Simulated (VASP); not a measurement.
# TiSe2 (P-3m1) in VASP: further runs, part 2 of 2

VASP 6.6.1.

## 3. Relaxation of cell and atoms, LDA

Contents of INCAR:

```
PREC = Accurate
ENCUT = 500
EDIFF = 1E-7
ISMEAR = 0
SIGMA = 0.1
LREAL = F
LASPH = T
NELM = 120
ALGO = Normal
ISIF = 3
LWAVE = F
LCHARG = F
GGA = CA
IBRION = 2
NSW = 100
EDIFFG = -0.005
GGA_COMPAT = F
NELMIN = 4
```

Contents of KPOINTS:

```
Automatic mesh
0
Gamma
  12 12 8
```

Contents of POSCAR:

```
TiSe2
1.0
    3.4376632355      0.0000000028      0.0000000000
   -1.7188316202      2.9771036902      0.0000000000
    0.0000000000      0.0000000000      5.8056698514
Ti Se
1 2
Direct
    0.0000000000      0.0000000000      0.0000000000
    0.3333333333      0.6666666667      0.2650007507
    0.6666666667      0.3333333333      0.7349992493
```

Potentials or basis: VASP PAW LDA potentials, release 64 (Ti_sv, Se).

Started as:

```
$ cat potpaw_LDA.64/Ti_sv/POTCAR potpaw_LDA.64/Se/POTCAR > POTCAR
$ mpirun -np 1 vasp_std > vasp.out
```

OUTCAR:

```text
PREC = Accurate
   ENCUT = 500
   EDIFF = 1E-7
   ISMEAR = 0
   LREAL = F
   LASPH = T
   NELM = 120
   ISIF = 3
   GGA = CA
   IBRION = 2
   NSW = 100
   EDIFFG = -0.005
   NELMIN = 4

 ion  position               nearest neighbor table
   1  0.000  0.000  0.000-   2 2.51   3 2.51   3 2.51   2 2.51   3 2.51   2 2.51
   2  0.333  0.667  0.265-   1 2.51   1 2.51   1 2.51
   3  0.667  0.333  0.735-   1 2.51   1 2.51   1 2.51

  LATTYP: Found a hexagonal cell.
 ALAT       =     3.4376632355
 C/A-ratio  =     1.6888419411

  Lattice vectors:

 A1 = (   3.4376632355,   0.0000000028,   0.0000000000)
 A2 = (  -1.7188316202,   2.9771036902,   0.0000000000)
 A3 = (   0.0000000000,   0.0000000000,   5.8056698514)

Analysis of symmetry for initial positions (statically):
=====================================================================
 Subroutine PRICEL returns:
 Original cell was already a primitive cell.

 Routine SETGRP: Setting up the symmetry group for a
 hexagonal supercell.

 Subroutine GETGRP returns: Found 12 space group operations
 (whereof 12 operations were pure point group operations)
 out of a pool of 24 trial point group operations.

The static configuration has the point symmetry D_3d.

Analysis of symmetry for dynamics (positions and initial velocities):
=====================================================================
 Subroutine PRICEL returns:
 Original cell was already a primitive cell.

 Routine SETGRP: Setting up the symmetry group for a
 hexagonal supercell.

 Subroutine GETGRP returns: Found 12 space group operations
 (whereof 12 operations were pure point group operations)
 out of a pool of 24 trial point group operations.

The dynamic configuration has the point symmetry D_3d.

 Subroutine INISYM returns: Found 12 space group operations
 (whereof 12 operations are pure point group operations),
 and found     1 'primitive' translations

----------------------------------------------------------------------------------------

                                     Primitive cell

  volume of cell :      59.4169

  direct lattice vectors                    reciprocal lattice vectors
     3.437663236  0.000000003  0.000000000     0.290895277  0.167948467  0.000000000
    -1.718831620  2.977103690  0.000000000    -0.000000000  0.335896933  0.000000000
     0.000000000  0.000000000  5.805669851     0.000000000  0.000000000  0.172245413

  length of vectors
     3.437663236  3.437663236  5.805669851     0.335896933  0.335896933  0.172245413

  position of ions in fractional coordinates (direct lattice)
     0.000000000  0.000000000  0.000000000
     0.333333333  0.666666667  0.265000751
     0.666666667  0.333333333  0.734999249

  ion indices of the primitive-cell ions
   primitive index   ion index
                 1           1
                 2           2
                 3           3

----------------------------------------------------------------------------------------

[... 49 lines left out ...]
 -0.000000  0.166667  0.125000      6.000000
 [... further k-points ...]
   k-points           NKPTS =    131   k-points in BZ     NKDIM =    131   number of bands    NBANDS=     16
   number of dos      NEDOS =    301   number of ions     NIONS =      3
   total plane-waves  NPLWV =  32928
   dimension x,y,z NGX =    28 NGY =   28 NGZ =   42
   dimension x,y,z NGXF=    56 NGYF=   56 NGZF=   84
   ions per type =               1   2
   NGX,Y,Z   is equivalent  to a cutoff of  13.54, 13.54, 12.03 a.u.
   NGXF,Y,Z  is equivalent  to a cutoff of  27.08, 27.08, 24.05 a.u.
 SYSTEM =  unknown system
   PREC   = accura    normal or accurate (medium, high low for compatibility)
   ISTART =      0    job   : 0-new  1-cont  2-samecut
   ICHARG =      2    charge: 1-file 2-atom 10-const
   ISPIN  =      1    spin polarized calculation?
   LNONCOLLINEAR =      F non collinear calculations
   LSORBIT =      F    spin-orbit coupling
   LASPH  =      T    aspherical Exc in radial PAW
   ENCUT  =  500.0 eV  36.75 Ry    6.06 a.u.   6.27  6.27 10.59*2*pi/ulx,y,z
   NELM   =    120;   NELMIN=  4; NELMDL= -5     # of ELM steps
   EDIFF  = 0.1E-06   stopping-criterion for ELM
   LREAL  =      F    real-space projection
   EDIFFG = -.5E-02   stopping-criterion for IOM
   NSW    =    100    number of steps for IOM
   IBRION =      2    ionic relax: 0-MD 1-quasi-New 2-CG
   NFREE  =      1    steps in history (QN), initial steepest desc. (CG)
   ISIF   =      3    stress and relaxation
   ISYM   =      2    0-nonsym 1-usesym 2-fastsym
   POTIM  = 0.5000    time-step for ionic-motion
   TEBEG  =    0.0;   TEEND  =   0.0 temperature during run
   PSTRESS=    0.0 pullay stress
   NELECT =      24.0000    total number of electrons
   NUPDOWN=      -1.0000    fix difference up-down
   EMIN   =  10.00;   EMAX   =-10.00  energy-range for DOS
   EFERMI =   0.00;   METHOD = LEGACY
   ISMEAR =     0;   SIGMA  =   0.10  broadening in eV -4-tet -1-fermi 0-gaus
   EFERMI_NEDOS =   21; number of points for ismear=-14 and -15
   IALGO  =     38    algorithm
   IMIX   =      4    mixing-type and parameters
     AMIX     =   0.40;   BMIX     =  1.00
     AMIX_MAG =   1.60;   BMIX_MAG =  1.00
  volume/ion in A,a.u.               =      19.81       133.65
  Fermi-wavevector in a.u.,A,eV,Ry     =   1.210158  2.286867 19.925489  1.464482
  Thomas-Fermi vector in A             =   2.345713
   LORBIT       =      0    0 simple, 1 ext, 2 COOP (PROOUT), +10 PAW based schemes
   GGA     = CA    functional components
   LHFCALC =     F    Hartree Fock is set to
   AEXX    =    0.0000 exact exchange contribution
   IVDW    =     0    specifies the selected vdW correction
   LEPSILON=     F    determine dielectric tensor
   LRPA    =     F    only Hartree local field effects (RPA)
 conjugate gradient relaxation of ions
 non-spin polarized calculation
 Gauss-broadening in eV      SIGMA  =   0.10
  energy-cutoff  :      500.00
  volume of cell :       59.42
 maximum number of plane-waves:      1533
 NGX is ok and might be reduce to    28
   NGX = 13   NGY = 13   NGZ = 21

--------------------------------------- Ionic step        1  -------------------------------------------

 number of electron      23.9999999 magnetization

 Free energy of the ion-electron system (eV)
  ---------------------------------------------------
  ext. energy  EPLUGINS =         0.00000000
  ---------------------------------------------------
  free energy    TOTEN  =       -20.33994193 eV

  energy without entropy =      -20.33537155  energy(sigma->0) =      -20.33765674

------------------------ aborting loop because EDIFF is reached ----------------------------------------

  FORCE on cell =-STRESS in cart. coord.  units (eV):
  Direction    XX          YY          ZZ          XY          YZ          ZX
  --------------------------------------------------------------------------------------
  -------------------------------------------------------------------------------------
  Total        0.0944149      0.0944149      0.1094170     -0.0000000     -0.0000000      0.0000000
  in kB        2.5459010      2.5459010      2.9504342     -0.0000000     -0.0000000      0.0000000
  external PRESSURE =       2.6807454 kB  Pullay stress =       0.0000000 kB
[... 61 lines left out ...]
--------------------------------------- Ionic step        3  -------------------------------------------

 number of electron      23.9999998 magnetization

 Free energy of the ion-electron system (eV)
  ---------------------------------------------------
  ext. energy  EPLUGINS =         0.00000000
  ---------------------------------------------------
  free energy    TOTEN  =       -20.34008556 eV

  energy without entropy =      -20.33551135  energy(sigma->0) =      -20.33779846

 E-fermi :   5.6529     XC(G=0): -10.7325

 val. band max:        5.6413902584   @ k =   0.1667  -0.0000   0.0000
 cond. band min:       5.6561417560   @ k =   0.4167  -0.0000   0.3750
 fundamental gap:      0.0147514977
 Fermi energy:         5.6529051052

 k-point     1 :       0.0000    0.0000    0.0000
  band No.  band energies     occupation
      1     -51.0111      2.00000
      2     -27.6529      2.00000
      3     -27.6231      2.00000
      4     -27.6231      2.00000
      5      -8.7032      2.00000
      6      -6.9876      2.00000
[... 433 lines left out ...]
      3     -27.6455      2.00000
      4     -27.6303      2.00000
      5      -8.3315      2.00000
      6      -6.9471      2.00000
[... 8 lines left out ...]
     15       7.1795      0.00000
     16       8.8102      0.00000

 [... further k-points ...]

------------------------ aborting loop because EDIFF is reached ----------------------------------------

  FORCE on cell =-STRESS in cart. coord.  units (eV):
  Direction    XX          YY          ZZ          XY          YZ          ZX
  --------------------------------------------------------------------------------------
  -------------------------------------------------------------------------------------
  Total       -0.0001542     -0.0001542     -0.0091253      0.0000000     -0.0000000      0.0000000
  in kB       -0.0041492     -0.0041492     -0.2455122      0.0000000     -0.0000000      0.0000000
  external PRESSURE =      -0.0846035 kB  Pullay stress =       0.0000000 kB
[... 18 lines left out ...]
  FREE ENERGIE OF THE ION-ELECTRON SYSTEM (eV)
  ---------------------------------------------------
  free  energy   TOTEN  =       -20.3400855638 eV

  energy  without entropy=      -20.3355113536  energy(sigma->0) =      -20.33779846

 reached required accuracy - stopping structural energy minimisation
```

OSZICAR:

```text
N       E                     dE             d eps       ncg     rms          rms(c)
DAV:   1     0.195340578167E+03    0.19534E+03   -0.11504E+04  4192   0.144E+03
DAV:   2    -0.316563261124E+01   -0.19851E+03   -0.19632E+03  4528   0.368E+02
DAV:   3    -0.224935093633E+02   -0.19328E+02   -0.18860E+02  6528   0.102E+02
[... 30 lines left out ...]
DAV:   5    -0.203400739699E+02   -0.13916E-04   -0.73695E-05  5488   0.555E-02    0.154E-02
DAV:   6    -0.203400810193E+02   -0.70493E-05   -0.11964E-05  7040   0.178E-02    0.116E-02
DAV:   7    -0.203400852793E+02   -0.42601E-05   -0.72022E-06  5504   0.195E-02    0.199E-03
DAV:   8    -0.203400855272E+02   -0.24784E-06   -0.29633E-06  5808   0.819E-03    0.225E-03
DAV:   9    -0.203400855638E+02   -0.36618E-07   -0.24138E-07  3832   0.446E-03
   3 F= -.20340086E+02 E0= -.20337798E+02  d E =-.143638E-03
```

Wall time 3.1 min (1 thread of Intel Xeon 6975P-C (Granite Rapids), shared host); peak memory 0.25 GiB.

What came out:

- Free energy: -20.3401 eV
- Relaxed volume: 19.85 Å³/atom
- Relaxed cell: a = 3.440 Å, b = 3.440 Å, c = 5.810 Å, α = 90.00°, β = 90.00°, γ = 120.00°
- Space group after relaxing (to 0.1 Å): P-3m1 (No. 164)
- Energy gained by relaxing: 0.0 meV/atom
- Ionic steps: 3
- Pressure after relaxing: 0.0 GPa
- Largest force after relaxing: 0.004 eV/Å
- Band gap on the k mesh: zero (bands 12 and 13 overlap by 0.85 eV)

Forces in eV/Å, atoms in the order of the input:
```
Ti   0.000  0.000  0.000
Se   0.000  0.000  0.004
Se   0.000  0.000 -0.004
```

The path:
```csv
step,energy change (eV),largest force (eV/Å),pressure (GPa),volume (Å³)
1,0.0000,0.0382,0.27,59.42
2,0.0000,0.0346,-0.31,59.70
3,-0.0001,0.0040,-0.01,59.55
```

Final structure:
```
Ti Se
1.0
     3.44011    0.00000    0.00000
    -1.72005    2.97922    0.00000
     0.00000    0.00000    5.81045
Ti Se
1 2
Direct
  0.00000 0.00000 0.00000
  0.33333 0.66667 0.26515
  0.66667 0.33333 0.73485
```
